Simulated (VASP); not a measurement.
# Al3VF (P4mm) in VASP: single point with PBE

Aim: the single point of Al3VF with PBE.

All numbers are computed with VASP 6.6.1; they aren't measurements. Logs are shortened: lines on timing, memory, paths and dates and some standing lists are left out, and cuts for length are marked.

### 1 The cell of the first run

It takes space group P4mm (No. 99, tetragonal). Conventional cell: a = 4.631 Å, b = 4.631 Å, c = 5.152 Å, α = 90.00°, β = 90.00°, γ = 90.00°. Within 3.1 Å of Al (site symmetry 2mm) lie 2 F at 2.35 Å and 2 V at 2.54 Å and 2 Al at 2.75 Å. Al (site symmetry 4mm) has 2 V at 2.52 to 2.63 Å and 4 Al at 2.75 Å within 3.3 Å. V (site symmetry 4mm) has 6 Al at 2.52 to 2.63 Å within 3.3 Å. Within 3.1 Å of F (site symmetry 4mm) lie 4 Al at 2.35 Å.

### 2 Single point, PBE

File POSCAR:

```
Al3VF
1.0
    4.6313034722      0.0000000000      0.0000000000
    0.0000000000      4.6313034722      0.0000000000
    0.0000000000      0.0000000000      5.1522070061
Al V F
3 1 1
Direct
    0.0000000000      0.5000000000      0.3865310059
    0.5000000000      0.0000000000      0.3865310059
    0.5000000000      0.5000000000      0.0989092047
    0.5000000000      0.5000000000      0.5882625279
    0.0000000000      0.0000000000      0.3123662757
```

File INCAR.step1:

```
SYSTEM = Al3VF
  ALGO = Normal
  EDIFF = 1E-6
  ENCUT = 520
  GGA = PE
  GGA_COMPAT = .FALSE.
  ISIF = 2
  ISMEAR = 0
  LASPH = .TRUE.
  LCHARG = .TRUE.
  LMAXMIX = 4
  LORBIT = 11
  LREAL = .FALSE.
  LWAVE = .FALSE.
  NBANDS = 22
  NEDOS = 2001
  NELM = 120
  PREC = Accurate
  SIGMA = 0.1
```

File KPOINTS.step1:

```
k-points
0
G
  8 8 8
  0 0 0
```

File INCAR.step2:

```
SYSTEM = Al3VF
  ALGO = Normal
  EDIFF = 1E-6
  ENCUT = 520
  GGA = PE
  GGA_COMPAT = .FALSE.
  ICHARG = 11
  ISIF = 2
  ISMEAR = -5
  LASPH = .TRUE.
  LCHARG = .FALSE.
  LMAXMIX = 4
  LORBIT = 10
  LREAL = .FALSE.
  LWAVE = .FALSE.
  NEDOS = 2001
  NELM = 120
  PREC = Accurate
  SIGMA = 0.1
```

File KPOINTS.step2:

```
k-points
0
G
  12 12 12
  0 0 0
```

Potentials or basis: VASP PAW PBE potentials, release 64 (Al, V_sv, F).

Launch:

```
> cat potpaw_PBE.64/Al/POTCAR potpaw_PBE.64/V_sv/POTCAR potpaw_PBE.64/F/POTCAR > POTCAR
> cp INCAR.step1 INCAR
> cp KPOINTS.step1 KPOINTS
> mpirun -np 1 vasp_std > vasp.out
> cp INCAR.step2 INCAR
> cp KPOINTS.step2 KPOINTS
> mpirun -np 1 vasp_std > vasp.out
```

OUTCAR:

```text
SYSTEM = Al3VF
   EDIFF = 1E-6
   ENCUT = 520
   GGA = PE
   ICHARG = 11
   ISIF = 2
   ISMEAR = -5
   LASPH = .TRUE.
   LORBIT = 10
   LREAL = .FALSE.
   NELM = 120
   PREC = Accurate

 ion  position               nearest neighbor table
   1  0.000  0.500  0.387-   5 2.35   5 2.35   4 2.54   4 2.54   3 2.75   3 2.75   2 3.27   2 3.27
                             2 3.27   2 3.27
   2  0.500  0.000  0.387-   5 2.35   5 2.35   4 2.54   4 2.54   3 2.75   3 2.75   1 3.27   1 3.27
                             1 3.27   1 3.27
   3  0.500  0.500  0.099-   4 2.52   4 2.63   1 2.75   2 2.75   2 2.75   1 2.75
   4  0.500  0.500  0.588-   3 2.52   2 2.54   1 2.54   2 2.54   1 2.54   3 2.63
   5  0.000  0.000  0.312-   1 2.35   2 2.35   1 2.35   2 2.35

  LATTYP: Found a simple tetragonal cell.
 ALAT       =     4.6313034722
 C/A-ratio  =     1.1124744982

  Lattice vectors:

 A1 = (   4.6313034722,   0.0000000000,   0.0000000000)
 A2 = (   0.0000000000,   4.6313034722,   0.0000000000)
 A3 = (   0.0000000000,   0.0000000000,   5.1522070061)

Analysis of symmetry for initial positions (statically):
=====================================================================
 Subroutine PRICEL returns:
 Original cell was already a primitive cell.

 Routine SETGRP: Setting up the symmetry group for a
 simple tetragonal supercell.

 Subroutine GETGRP returns: Found  8 space group operations
 (whereof  8 operations were pure point group operations)
 out of a pool of 16 trial point group operations.

The static configuration has the point symmetry C_4v.

Analysis of symmetry for dynamics (positions and initial velocities):
=====================================================================
 Subroutine PRICEL returns:
 Original cell was already a primitive cell.

 Routine SETGRP: Setting up the symmetry group for a
 simple tetragonal supercell.

 Subroutine GETGRP returns: Found  8 space group operations
 (whereof  8 operations were pure point group operations)
 out of a pool of 16 trial point group operations.

The dynamic configuration has the point symmetry C_4v.

 Subroutine INISYM returns: Found  8 space group operations
 (whereof  8 operations are pure point group operations),
 and found     1 'primitive' translations

----------------------------------------------------------------------------------------

                                     Primitive cell

  volume of cell :     110.5095

  direct lattice vectors                    reciprocal lattice vectors
     4.631303472  0.000000000  0.000000000     0.215921933  0.000000000  0.000000000
     0.000000000  4.631303472  0.000000000     0.000000000  0.215921933  0.000000000
     0.000000000  0.000000000  5.152207006     0.000000000  0.000000000  0.194091580

  length of vectors
     4.631303472  4.631303472  5.152207006     0.215921933  0.215921933  0.194091580

  position of ions in fractional coordinates (direct lattice)
     0.000000000  0.500000000  0.386531006
     0.500000000  0.000000000  0.386531006
     0.500000000  0.500000000  0.098909205
     0.500000000  0.500000000  0.588262528
     0.000000000  0.000000000  0.312366276

  ion indices of the primitive-cell ions
   primitive index   ion index
                 1           1
                 2           2
                 3           3
                 4           4
                 5           5

----------------------------------------------------------------------------------------

 KPOINTS: k-points

Automatic generation of k-mesh.
 Grid dimensions read from file:
 generate k-points for:   12   12   12

 Generating k-lattice:

  Cartesian coordinates                     Fractional coordinates (reciprocal lattice)
     0.017993494  0.000000000  0.000000000     0.083333333  0.000000000  0.000000000
     0.000000000  0.017993494  0.000000000     0.000000000  0.083333333  0.000000000
     0.000000000  0.000000000  0.016174298     0.000000000  0.000000000  0.083333333

  Length of vectors
     0.017993494  0.017993494  0.016174298

  Shift w.r.t. Gamma in fractional coordinates (k-lattice)
     0.000000000  0.000000000  0.000000000

 TETIRR: Found   2592 inequivalent tetrahedra from    10368

 Subroutine IBZKPT returns following result:
 ===========================================

 Found    196 irreducible k-points:

 Following reciprocal coordinates:
            Coordinates               Weight
  0.000000  0.000000  0.000000      1.000000
  0.083333  0.000000  0.000000      4.000000
  0.166667  0.000000  0.000000      4.000000
  0.250000  0.000000  0.000000      4.000000
  0.333333  0.000000  0.000000      4.000000
  0.416667  0.000000  0.000000      4.000000
[... 16 lines left out ...]
  0.333333  0.333333  0.000000      4.000000
  0.416667  0.333333  0.000000      8.000000
 [... further k-points ...]
   k-points           NKPTS =    196   k-points in BZ     NKDIM =    196   number of bands    NBANDS=     18
   number of dos      NEDOS =   2001   number of ions     NIONS =      5
   total plane-waves  NPLWV =  51840
   dimension x,y,z NGX =    36 NGY =   36 NGZ =   40
   dimension x,y,z NGXF=    72 NGYF=   72 NGZF=   80
   ions per type =               3   1   1
   NGX,Y,Z   is equivalent  to a cutoff of  12.92, 12.92, 12.91 a.u.
   NGXF,Y,Z  is equivalent  to a cutoff of  25.85, 25.85, 25.81 a.u.
 SYSTEM =  Al3VF
   PREC   = accura    normal or accurate (medium, high low for compatibility)
   ISTART =      0    job   : 0-new  1-cont  2-samecut
   ICHARG =     11    charge: 1-file 2-atom 10-const
   ISPIN  =      1    spin polarized calculation?
   LNONCOLLINEAR =      F non collinear calculations
   LSORBIT =      F    spin-orbit coupling
   LASPH  =      T    aspherical Exc in radial PAW
   ENCUT  =  520.0 eV  38.22 Ry    6.18 a.u.   8.61  8.61  9.58*2*pi/ulx,y,z
   NELM   =    120;   NELMIN=  2; NELMDL=  0     # of ELM steps
   EDIFF  = 0.1E-05   stopping-criterion for ELM
   LREAL  =      F    real-space projection
[... 7 lines left out ...]
   TEBEG  =    0.0;   TEEND  =   0.0 temperature during run
   PSTRESS=    0.0 pullay stress
   NELECT =      29.0000    total number of electrons
   NUPDOWN=      -1.0000    fix difference up-down
   EMIN   =  10.00;   EMAX   =-10.00  energy-range for DOS
   EFERMI =   0.00;   METHOD = LEGACY
   ISMEAR =    -5;   SIGMA  =   0.10  broadening in eV -4-tet -1-fermi 0-gaus
   EFERMI_NEDOS =   21; number of points for ismear=-14 and -15
   IALGO  =     38    algorithm
   IMIX   =      4    mixing-type and parameters
     AMIX     =   0.40;   BMIX     =  1.00
     AMIX_MAG =   1.60;   BMIX_MAG =  1.00
  volume/ion in A,a.u.               =      22.10       149.15
  Fermi-wavevector in a.u.,A,eV,Ry     =   1.048112  1.980644 14.946519  1.098538
  Thomas-Fermi vector in A             =   2.183020
   LORBIT       =     10    0 simple, 1 ext, 2 COOP (PROOUT), +10 PAW based schemes
   GGA     = PE    functional components
   LHFCALC =     F    Hartree Fock is set to
   AEXX    =    0.0000 exact exchange contribution
   IVDW    =     0    specifies the selected vdW correction
   LEPSILON=     F    determine dielectric tensor
   LRPA    =     F    only Hartree local field effects (RPA)
 non-spin polarized calculation
 Fermi weights with tetrahedron method with Bloechl corrections
  energy-cutoff  :      520.00
  volume of cell :      110.51
 maximum number of plane-waves:      3011
 NGX is ok and might be reduce to    36

 number of electron      29.0000007 magnetization

 Free energy of the ion-electron system (eV)
  ---------------------------------------------------
  ext. energy  EPLUGINS =         0.00000000
  ---------------------------------------------------
  free energy    TOTEN  =       -22.02194453 eV

  energy without entropy =      -22.02194453  energy(sigma->0) =      -22.02194453

 E-fermi :   3.3861     XC(G=0):  -8.5473

 val. band max:        3.3995635788   @ k =   0.4167   0.3333   0.0000
 cond. band min:       3.3176555990   @ k =   0.5000   0.5000   0.4167
 fundamental gap:     -0.0819079798
 Fermi energy:         3.3860644332

 k-point     1 :       0.0000    0.0000    0.0000
  band No.  band energies     occupation
      1     -60.4489      2.00000
      2     -34.3738      2.00000
      3     -34.3738      2.00000
      4     -34.2535      2.00000
      5     -20.3428      2.00000
      6      -4.0685      2.00000
[... 10 lines left out ...]
     17       4.4844      0.00000
     18       4.6104      0.00000

 k-point     2 :       0.0833    0.0000    0.0000
  band No.  band energies     occupation
      1     -60.4489      2.00000
      2     -34.3739      2.00000
      3     -34.3738      2.00000
      4     -34.2535      2.00000
      5     -20.3421      2.00000
      6      -4.0940      2.00000
[... 10 lines left out ...]
     17       4.4895      0.00000
     18       4.7126      0.00000

 k-point     3 :       0.1667    0.0000    0.0000
  band No.  band energies     occupation
      1     -60.4489      2.00000
      2     -34.3741      2.00000
      3     -34.3738      2.00000
      4     -34.2535      2.00000
      5     -20.3405      2.00000
      6      -4.1614      2.00000
[... 412 lines left out ...]
 k-point    23 :       0.3333    0.3333    0.0000
  band No.  band energies     occupation
      1     -60.4489      2.00000
      2     -34.3747      2.00000
      3     -34.3747      2.00000
      4     -34.2532      2.00000
      5     -20.3307      2.00000
      6      -3.9804      2.00000
[... 10 lines left out ...]
     17       3.9339      0.00000
     18       4.9709      0.00000

 k-point    24 :       0.4167    0.3333    0.0000
  band No.  band energies     occupation
      1     -60.4488      2.00000
      2     -34.3750      2.00000
      3     -34.3747      2.00000
      4     -34.2532      2.00000
      5     -20.3292      2.00000
      6      -3.9180      2.00000
[... 10 lines left out ...]
     17       3.9599      0.00000
     18       4.6550      0.00000

 [... further k-points ...]

------------------------ aborting loop because EDIFF is reached ----------------------------------------

  FORCE on cell =-STRESS in cart. coord.  units (eV):
  Direction    XX          YY          ZZ          XY          YZ          ZX
  --------------------------------------------------------------------------------------
  -------------------------------------------------------------------------------------
  Total       -0.3442935     -0.3442935     -0.4841896      0.0000000      0.0000000      0.0000000
  in kB       -4.9915983     -4.9915983     -7.0198252      0.0000000      0.0000000      0.0000000
  external PRESSURE =      -5.6676740 kB  Pullay stress =       0.0000000 kB

 VOLUME and BASIS-vectors are now :
 -----------------------------------------------------------------------------
  energy-cutoff  :      520.00
  volume of cell :      110.51
      direct lattice vectors                 reciprocal lattice vectors
     4.631303472  0.000000000  0.000000000     0.215921933  0.000000000  0.000000000
     0.000000000  4.631303472  0.000000000     0.000000000  0.215921933  0.000000000
     0.000000000  0.000000000  5.152207006     0.000000000  0.000000000  0.194091580

 POSITION                                       TOTAL-FORCE (eV/Angst)
 -----------------------------------------------------------------------------------
      0.00000      2.31565      1.99149         0.000000     -0.000000     -0.009319
      2.31565      0.00000      1.99149         0.000000      0.000000     -0.009319
      2.31565      2.31565      0.50960         0.000000      0.000000     -0.023588
      2.31565      2.31565      3.03085         0.000000     -0.000000      0.036030
      0.00000      0.00000      1.60938         0.000000     -0.000000      0.006196
 -----------------------------------------------------------------------------------
    total drift:                                0.000000      0.000000     -0.010392

  FREE ENERGIE OF THE ION-ELECTRON SYSTEM (eV)
  ---------------------------------------------------
  free  energy   TOTEN  =       -22.0219445257 eV

  energy  without entropy=      -22.0219445257  energy(sigma->0) =      -22.02194453

 total charge

# of ion       s       p       d       tot
------------------------------------------
    1        0.481   0.290   0.000   0.771
    2        0.481   0.290   0.000   0.771
    3        0.474   0.360   0.000   0.834
    4        2.288   6.143   3.111  11.542
    5        1.750   4.303   0.000   6.053
--------------------------------------------------
tot          5.473  11.386   3.111  19.971
```

Run time: 7.2 min. Hardware: 1 thread of Intel Xeon Platinum 8259CL at 2.50GHz (Skylake/Cascade Lake), shared host; peak memory 0.52 GiB.

What came out:

| Item | Value |
| --- | --- |
| Valence electrons inside the program's atomic spheres | Al 0.77, 0.83 (each value once); V 11.54; F 6.05 |

Caveat: the run has no spin polarisation, though such a crystal can be magnetic.
